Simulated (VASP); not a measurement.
# I (P6_3/mmc) in VASP: notebook

The runs below take I through relaxation of shape and atoms at fixed volume, single point, with LDA.

Everything below comes from runs of VASP 6.6.1. Logs are shortened: lines on timing, memory, paths and dates and some standing lists are left out, and cuts for length are marked.

## Step 1: The cell of the first run

The structure is hexagonal, space group P6_3/mmc (No. 194). The conventional cell has a = 3.191 Å, b = 3.191 Å, c = 3.935 Å, α = 90.00°, β = 90.00°, γ = 120.00°. Within 3.6 Å of I (site symmetry -6m2) lie 12 I at 2.70 to 3.19 Å.

## Step 2: Relaxation of shape and atoms at fixed volume, LDA

The input, INCAR:

```
SYSTEM = I
PREC = Accurate
ENCUT = 600
EDIFF = 1E-7
ISMEAR = -1
SIGMA = 0.08
LREAL = .FALSE.
LASPH = .TRUE.
NELM = 60
ALGO = Normal
ISIF = 4
LWAVE = .FALSE.
LCHARG = .FALSE.
IBRION = 2
NSW = 50
EDIFFG = -0.005
```

The input, KPOINTS:

```
Automatic mesh
0
G
  12 12 7
  0 0 0
```

The input, POSCAR:

```
I
1.0
    3.1907431172      0.0000000000      0.0000000000
   -1.5953715586      2.7632645965      0.0000000000
    0.0000000000      0.0000000000      3.9352612748
I
2
Direct
    0.3333333333      0.6666666667      0.2500000000
    0.6666666667      0.3333333333      0.7500000000
```

Potentials or basis: VASP PAW LDA potentials, release 64 (I).

Run with:

```
$ cat potpaw_LDA.64/I/POTCAR > POTCAR
$ mpirun -np 1 vasp_std > vasp.out
```

OUTCAR:

```text
SYSTEM = I
   PREC = Accurate
   ENCUT = 600
   EDIFF = 1E-7
   ISMEAR = -1
   LREAL = .FALSE.
   LASPH = .TRUE.
   NELM = 60
   ISIF = 4
   IBRION = 2
   NSW = 50
   EDIFFG = -0.005

 ion  position               nearest neighbor table
   1  0.333  0.667  0.250-   2 2.70   2 2.70   2 2.70   2 2.70   2 2.70   2 2.70
   2  0.667  0.333  0.750-   1 2.70   1 2.70   1 2.70   1 2.70   1 2.70   1 2.70

  LATTYP: Found a hexagonal cell.
 ALAT       =     3.1907431172
 C/A-ratio  =     1.2333369157

  Lattice vectors:

 A1 = (   3.1907431172,   0.0000000000,   0.0000000000)
 A2 = (  -1.5953715586,   2.7632645965,   0.0000000000)
 A3 = (   0.0000000000,   0.0000000000,   3.9352612748)

Analysis of symmetry for initial positions (statically):
=====================================================================
 Subroutine PRICEL returns:
 Original cell was already a primitive cell.

 Routine SETGRP: Setting up the symmetry group for a
 hexagonal supercell.

 Subroutine GETGRP returns: Found 24 space group operations
 (whereof 12 operations were pure point group operations)
 out of a pool of 24 trial point group operations.

The static configuration has the point symmetry D_3d.
 The point group associated with its full space group is D_6h.

Analysis of symmetry for dynamics (positions and initial velocities):
=====================================================================
 Subroutine PRICEL returns:
 Original cell was already a primitive cell.

 Routine SETGRP: Setting up the symmetry group for a
 hexagonal supercell.

 Subroutine GETGRP returns: Found 24 space group operations
 (whereof 12 operations were pure point group operations)
 out of a pool of 24 trial point group operations.

The dynamic configuration has the point symmetry D_3d.
 The point group associated with its full space group is D_6h.

 Subroutine INISYM returns: Found 24 space group operations
 (whereof 12 operations are pure point group operations),
 and found     1 'primitive' translations

----------------------------------------------------------------------------------------

                                     Primitive cell

  volume of cell :      34.6967

  direct lattice vectors                    reciprocal lattice vectors
     3.190743117  0.000000000  0.000000000     0.313406615  0.180945394  0.000000000
    -1.595371559  2.763264597  0.000000000     0.000000000  0.361890787  0.000000000
     0.000000000  0.000000000  3.935261275     0.000000000  0.000000000  0.254112734

[... 117 lines left out ...]
  volume of cell :       34.70
 maximum number of plane-waves:      1171
 NGX is ok and might be reduce to    28
   NGX = 13   NGY = 13   NGZ = 15

--------------------------------------- Ionic step        1  -------------------------------------------

 number of electron      13.9999999 magnetization

 Free energy of the ion-electron system (eV)
  ---------------------------------------------------
  ext. energy  EPLUGINS =         0.00000000
  ---------------------------------------------------
  free energy    TOTEN  =         2.73595110 eV

  energy without entropy =        2.75354279  energy(sigma->0) =        2.74474695

------------------------ aborting loop because EDIFF is reached ----------------------------------------

  FORCE on cell =-STRESS in cart. coord.  units (eV):
  Direction    XX          YY          ZZ          XY          YZ          ZX
  --------------------------------------------------------------------------------------
  -------------------------------------------------------------------------------------
  Total       20.1503526     20.1503526     33.9757737     -0.0000000     -0.0000000     -0.0000000
  in kB      930.4763646    930.4763646   1568.8883995     -0.0000000     -0.0000000     -0.0000000
  external PRESSURE =    1143.2803762 kB  Pullay stress =       0.0000000 kB
[... 89 lines left out ...]
  FREE ENERGIE OF THE ION-ELECTRON SYSTEM (eV)
  ---------------------------------------------------
  free  energy   TOTEN  =         1.2864946865 eV

  energy  without entropy=        1.3109029697  energy(sigma->0) =        1.29869883

[... ionic steps 4 to 15 ...]

--------------------------------------- Ionic step       16  -------------------------------------------

 number of electron      14.0000000 magnetization

------------------------ aborting loop because EDIFF is reached ----------------------------------------
[... 67 lines left out ...]
--------------------------------------- Ionic step       18  -------------------------------------------

 number of electron      14.0000000 magnetization

 Free energy of the ion-electron system (eV)
  ---------------------------------------------------
  ext. energy  EPLUGINS =         0.00000000
  ---------------------------------------------------
  free energy    TOTEN  =         1.28637495 eV

  energy without entropy =        1.31145825  energy(sigma->0) =        1.29891660

 E-fermi :  16.6654     XC(G=0): -12.6156

 val. band max:       16.6438540021   @ k =   0.0833   0.0833   0.2857
 cond. band min:      16.6665980916   @ k =   0.1667   0.1667   0.0000
 fundamental gap:      0.0227440894
 Fermi energy:        16.6653808835

 k-point     1 :       0.0000    0.0000    0.0000
  band No.  band energies     occupation
      1      -4.0152      2.00000
      2       0.6382      2.00000
      3       5.1884      2.00000
      4      18.7362      0.00000
      5      18.7362      0.00000
      6      19.4893      0.00000
      7      20.7816      0.00000
      8      20.7816      0.00000
      9      24.5377      0.00000
     10      24.5398      0.00000
     11      26.4693      0.00000
[... 309 lines left out ...]
 k-point    24 :       0.3333    0.0000    0.1429
  band No.  band energies     occupation
      1      -1.1375      2.00000
      2       2.5661      2.00000
      3       7.9820      2.00000
      4       9.1117      2.00000
      5      11.8057      2.00000
      6      14.9081      2.00000
      7      16.4280      1.90210
      8      18.3390      0.00000
      9      20.1934      0.00000
     10      22.4109      0.00000
     11      23.9385      0.00000

 [... further k-points ...]

------------------------ aborting loop because EDIFF is reached ----------------------------------------

  FORCE on cell =-STRESS in cart. coord.  units (eV):
  Direction    XX          YY          ZZ          XY          YZ          ZX
  --------------------------------------------------------------------------------------
  -------------------------------------------------------------------------------------
  Total       20.1385644     20.1385644     20.1412848      0.0000000     -0.0000000     -0.0000000
  in kB      929.9320268    929.9320274    930.0576467      0.0000000     -0.0000000     -0.0000000
  external PRESSURE =     929.9739003 kB  Pullay stress =       0.0000000 kB
[... 17 lines left out ...]
  FREE ENERGIE OF THE ION-ELECTRON SYSTEM (eV)
  ---------------------------------------------------
  free  energy   TOTEN  =         1.2863749462 eV

  energy  without entropy=        1.3114582472  energy(sigma->0) =        1.29891660

 reached required accuracy - stopping structural energy minimisation
```

OSZICAR:

```text
N       E                     dE             d eps       ncg     rms          rms(c)
DAV:   1     0.829747092011E+02    0.82975E+02   -0.69606E+03  1672   0.127E+03
DAV:   2     0.690085664973E+01   -0.76074E+02   -0.72029E+02  2260   0.185E+02
DAV:   3     0.272396998044E+01   -0.41769E+01   -0.40713E+01  2148   0.483E+01
[... 105 lines left out ...]
DAV:   1     0.128625427781E+01   -0.21009E-03   -0.67605E-03  1943   0.573E-01    0.652E-02
DAV:   2     0.128633615593E+01    0.81878E-04   -0.30179E-04  1812   0.137E-01    0.301E-02
DAV:   3     0.128637434094E+01    0.38185E-04   -0.67533E-05  1939   0.569E-02    0.958E-03
DAV:   4     0.128637484821E+01    0.50727E-06   -0.55437E-06  1953   0.171E-02    0.438E-03
DAV:   5     0.128637494620E+01    0.97990E-07   -0.18188E-07  1249   0.337E-03
  18 F= 0.12863749E+01 E0= 0.12989166E+01  d E =-.248306E-03
```

Run time: 6.1 min. Hardware: 1 thread of Intel Xeon 8259CL, shared host; peak memory 0.14 GiB.

What came out:

* Free energy: 1.2864 eV
* Energy gained by relaxing: 724.8 meV/atom
* Ionic steps: 18
* Pressure after relaxing: 93.0 GPa
* Band gap on the k mesh: zero (bands 7 and 8 overlap by 8.54 eV)

The path:
| step | energy change (eV) | largest force (eV/Å) | pressure (GPa) | volume (Å³) |
| --- | --- | --- | --- | --- |
| 1 | 0.0000 | 0.0000 | 114.33 | 34.70 |
| 2 | -1.4477 | 0.0000 | 92.98 | 34.70 |
| 3 | -1.4495 | 0.0000 | 93.00 | 34.70 |
| 4 | -1.4493 | 0.0000 | 92.99 | 34.70 |
| 5 | -1.4493 | 0.0000 | 92.99 | 34.70 |
| 6 | -1.4493 | 0.0000 | 92.99 | 34.70 |
| 7 | -1.4493 | 0.0000 | 92.99 | 34.70 |
| 8 | -1.4493 | 0.0000 | 92.99 | 34.70 |
| 9 | -1.4493 | 0.0000 | 92.99 | 34.70 |
| 10 | -1.4493 | 0.0000 | 92.99 | 34.70 |
| 11 | -1.4493 | 0.0000 | 92.99 | 34.70 |
| 12 | -1.4494 | 0.0000 | 92.99 | 34.70 |
| 13 | -1.4494 | 0.0000 | 92.99 | 34.70 |
| 14 | -1.4494 | 0.0000 | 92.99 | 34.70 |
| 15 | -1.4495 | 0.0000 | 92.99 | 34.70 |
| 16 | -1.4496 | 0.0000 | 93.00 | 34.70 |
| 17 | -1.4495 | 0.0000 | 93.00 | 34.70 |
| 18 | -1.4496 | 0.0000 | 93.00 | 34.70 |

Final structure:
```xyz
2
Lattice="2.8585 0.0000 0.0000 -1.4292 2.4755 0.0000 0.0000 0.0000 4.9032" Properties=species:S:1:pos:R:3 pbc="T T T"
I     0.0000    1.6504    1.2258
I     1.4292    0.8252    3.6774
```

Levels at points of the mesh, in eV from the Fermi level:
```tsv
k point	band 4	band 5	band 6	band 7	band 8	band 9	band 10	band 11
(0.00, 0.00, 0.00)	2.07	2.07	2.82	4.12	4.12	7.87	7.87	9.80
(0.50, 0.00, 0.00)	-8.25	-6.51	-3.70	-2.63	1.27	2.77	6.44	8.05
```

Caveat: a cell axis changed by over 15 % at a fixed basis, so the end point is rough; spin-orbit coupling is left out, which moves the levels of the heavy elements.

## Step 3: Relaxation of shape and atoms at fixed volume, LDA

This run uses another cell than the first one, of 20.02 Å³/atom.

Edit INCAR of step 2 so:

```diff
@@ -3,3 +3,3 @@
 ENCUT = 600
-EDIFF = 1E-7
+EDIFF = 1E-6
 ISMEAR = -1
@@ -8,3 +8,3 @@
 LASPH = .TRUE.
-NELM = 60
+NELM = 100
 ALGO = Normal
```

KPOINTS is that of step 2.

The input, POSCAR:

```
I
1.0
    3.3466308488      0.0000000000      0.0000000000
   -1.6733154244      2.8982673322      0.0000000000
    0.0000000000      0.0000000000      4.1275233688
I
2
Direct
    0.3333333333      0.6666666667      0.2500000000
    0.6666666667      0.3333333333      0.7500000000
```

Potentials or basis: VASP PAW LDA potentials, release 64 (I).

Run with:

```
$ cat potpaw_LDA.64/I/POTCAR > POTCAR
$ mpirun -np 1 vasp_std > vasp.out
```

OUTCAR:

```text
SYSTEM = I
   PREC = Accurate
   ENCUT = 600
   EDIFF = 1E-6
   ISMEAR = -1
   LREAL = .FALSE.
   LASPH = .TRUE.
   NELM = 100
   ISIF = 4
   IBRION = 2
   NSW = 50
   EDIFFG = -0.005

 ion  position               nearest neighbor table
   1  0.333  0.667  0.250-   2 2.83   2 2.83   2 2.83   2 2.83   2 2.83   2 2.83
   2  0.667  0.333  0.750-   1 2.83   1 2.83   1 2.83   1 2.83   1 2.83   1 2.83

  LATTYP: Found a hexagonal cell.
 ALAT       =     3.3466308488
 C/A-ratio  =     1.2333369156

  Lattice vectors:

 A1 = (   3.3466308488,   0.0000000000,   0.0000000000)
 A2 = (  -1.6733154244,   2.8982673322,   0.0000000000)
 A3 = (   0.0000000000,   0.0000000000,   4.1275233688)

Analysis of symmetry for initial positions (statically):
=====================================================================
 Subroutine PRICEL returns:
 Original cell was already a primitive cell.

 Routine SETGRP: Setting up the symmetry group for a
 hexagonal supercell.

 Subroutine GETGRP returns: Found 24 space group operations
 (whereof 12 operations were pure point group operations)
 out of a pool of 24 trial point group operations.

The static configuration has the point symmetry D_3d.
 The point group associated with its full space group is D_6h.

Analysis of symmetry for dynamics (positions and initial velocities):
=====================================================================
 Subroutine PRICEL returns:
 Original cell was already a primitive cell.

 Routine SETGRP: Setting up the symmetry group for a
 hexagonal supercell.

 Subroutine GETGRP returns: Found 24 space group operations
 (whereof 12 operations were pure point group operations)
 out of a pool of 24 trial point group operations.

The dynamic configuration has the point symmetry D_3d.
 The point group associated with its full space group is D_6h.

 Subroutine INISYM returns: Found 24 space group operations
 (whereof 12 operations are pure point group operations),
 and found     1 'primitive' translations

[... 149 lines left out ...]
  --------------------------------------------------------------------------------------
  -------------------------------------------------------------------------------------
  Total       13.0317185     13.0317185     22.8396435      0.0000000     -0.0000000      0.0000000
  in kB      521.5266208    521.5266208    914.0377021      0.0000000     -0.0000000      0.0000000
  external PRESSURE =     652.3636479 kB  Pullay stress =       0.0000000 kB
[... 89 lines left out ...]
  FREE ENERGIE OF THE ION-ELECTRON SYSTEM (eV)
  ---------------------------------------------------
  free  energy   TOTEN  =        -1.0224881132 eV

  energy  without entropy=       -0.9868557064  energy(sigma->0) =       -1.00467191

[... ionic steps 4 to 7 ...]

--------------------------------------- Ionic step        8  -------------------------------------------

 number of electron      13.9999999 magnetization

------------------------ aborting loop because EDIFF is reached ----------------------------------------
[... 67 lines left out ...]
--------------------------------------- Ionic step       10  -------------------------------------------

 number of electron      14.0000000 magnetization

 Free energy of the ion-electron system (eV)
  ---------------------------------------------------
  ext. energy  EPLUGINS =         0.00000000
  ---------------------------------------------------
  free energy    TOTEN  =        -1.02755888 eV

  energy without entropy =       -0.99704140  energy(sigma->0) =       -1.01230014

 E-fermi :  13.5009     XC(G=0): -11.9180

 val. band max:       13.4931938355   @ k =   0.2500   0.1667   0.1429
 cond. band min:      13.5247777232   @ k =   0.0833   0.0833   0.2857
 fundamental gap:      0.0315838877
 Fermi energy:        13.5009011738

 k-point     1 :       0.0000    0.0000    0.0000
  band No.  band energies     occupation
      1      -5.1809      2.00000
      2      -1.5186      2.00000
      3       3.8174      2.00000
      4      15.2111      0.00000
      5      15.2111      0.00000
      6      15.6256      0.00000
      7      16.8129      0.00000
      8      16.8129      0.00000
      9      21.2274      0.00000
     10      21.6420      0.00000
     11      23.4823      0.00000
[... 309 lines left out ...]
 k-point    24 :       0.3333   -0.0000    0.1429
  band No.  band energies     occupation
      1      -2.7083      2.00000
      2       0.1261      2.00000
      3       6.0615      2.00000
      4       7.1825      2.00000
      5       9.0120      2.00000
      6      12.1205      2.00000
      7      13.3928      1.58866
      8      14.8156      0.00000
      9      17.6294      0.00000
     10      19.2660      0.00000
     11      20.9887      0.00000

 [... further k-points ...]

------------------------ aborting loop because EDIFF is reached ----------------------------------------

  FORCE on cell =-STRESS in cart. coord.  units (eV):
  Direction    XX          YY          ZZ          XY          YZ          ZX
  --------------------------------------------------------------------------------------
  -------------------------------------------------------------------------------------
  Total       12.5814872     12.5814872     12.5810914      0.0000000     -0.0000000      0.0000000
  in kB      503.5084580    503.5084580    503.4926164      0.0000000     -0.0000000      0.0000000
  external PRESSURE =     503.5031775 kB  Pullay stress =       0.0000000 kB
[... 17 lines left out ...]
  FREE ENERGIE OF THE ION-ELECTRON SYSTEM (eV)
  ---------------------------------------------------
  free  energy   TOTEN  =        -1.0275588756 eV

  energy  without entropy=       -0.9970414043  energy(sigma->0) =       -1.01230014

 reached required accuracy - stopping structural energy minimisation
```

OSZICAR:

```text
N       E                     dE             d eps       ncg     rms          rms(c)
DAV:   1     0.803968674119E+02    0.80397E+02   -0.67558E+03  1672   0.125E+03
DAV:   2     0.393045823115E+01   -0.76466E+02   -0.72621E+02  2356   0.180E+02
DAV:   3    -0.162977019317E+00   -0.40934E+01   -0.40297E+01  2099   0.475E+01
DAV:   4    -0.213729629513E+00   -0.50753E-01   -0.50590E-01  2000   0.609E+00
[... 78 lines left out ...]
       N       E                     dE             d eps       ncg     rms          rms(c)
DAV:   1    -0.102764563910E+01   -0.13517E-03   -0.49012E-03  1876   0.467E-01    0.505E-02
DAV:   2    -0.102758581781E+01    0.59821E-04   -0.20530E-04  1822   0.110E-01    0.229E-02
DAV:   3    -0.102755906443E+01    0.26753E-04   -0.50715E-05  1927   0.470E-02    0.703E-03
DAV:   4    -0.102755887561E+01    0.18882E-06   -0.32370E-06  1608   0.130E-02
  10 F= -.10275589E+01 E0= -.10123001E+01  d E =-.477147E-03
```

CONTCAR:

```text
I
   1.00000000000000
     2.9925501765805982    0.0000000000000000    0.0000000000000000
    -1.4962750882902991    2.5916244751600974    0.0000000000000000
     0.0000000000000000   -0.0000000000000000    5.1620508545284087
  I
     2
Direct
     0.3333333332999970    0.6666666667000030    0.2500000000000000
     0.6666666667000030    0.3333333332999970    0.7500000000000000

  0.00000000E+00  0.00000000E+00  0.00000000E+00
  0.00000000E+00  0.00000000E+00  0.00000000E+00
```

Run time: 7 min. Hardware: 1 thread of Intel Xeon 8259CL, shared host; peak memory 0.15 GiB.

Results:

- Free energy: -1.0276 eV
- Energy gained by relaxing: 422.8 meV/atom
- Ionic steps: 10
- Pressure after relaxing: 50.4 GPa
- Band gap on the k mesh: zero (bands 7 and 8 overlap by 6.89 eV)

The path:
| step | energy change (eV) | largest force (eV/Å) | pressure (GPa) | volume (Å³) |
| --- | --- | --- | --- | --- |
| 1 | 0.0000 | 0.0000 | 65.24 | 40.03 |
| 2 | -0.7900 | 0.0000 | 51.56 | 40.03 |
| 3 | -0.8404 | 0.0000 | 50.29 | 40.03 |
| 4 | -0.5574 | 0.0000 | 56.77 | 40.03 |
| 5 | -0.8446 | 0.0000 | 50.31 | 40.03 |
| 6 | -0.8416 | 0.0000 | 50.54 | 40.03 |
| 7 | -0.8455 | 0.0000 | 50.34 | 40.03 |
| 8 | -0.8450 | 0.0000 | 50.40 | 40.03 |
| 9 | -0.8455 | 0.0000 | 50.34 | 40.03 |
| 10 | -0.8455 | 0.0000 | 50.35 | 40.03 |

Final structure:
```
I
1.0
     2.99255    0.00000    0.00000
    -1.49628    2.59162    0.00000
     0.00000    0.00000    5.16205
I
2
Direct
  0.33333 0.66667 0.25000
  0.66667 0.33333 0.75000
```

Levels at points of the mesh, in eV from the Fermi level:
| k point | band 5 | band 6 | band 7 | band 8 | band 9 | band 10 |
| --- | --- | --- | --- | --- | --- | --- |
| (0.00, 0.00, 0.00) | 1.71 | 2.12 | 3.31 | 3.31 | 7.73 | 8.14 |
| (0.50, 0.00, 0.00) | -5.38 | -2.81 | -2.12 | 0.96 | 3.38 | 6.34 |

Caveat: a cell axis changed by over 15 % at a fixed basis, so the end point is rough; spin-orbit coupling is left out, which moves the levels of the heavy elements.

[end of part 1 of 2]

The gap in the log of VASP goes by the Fermi energy; the results here count the filled bands.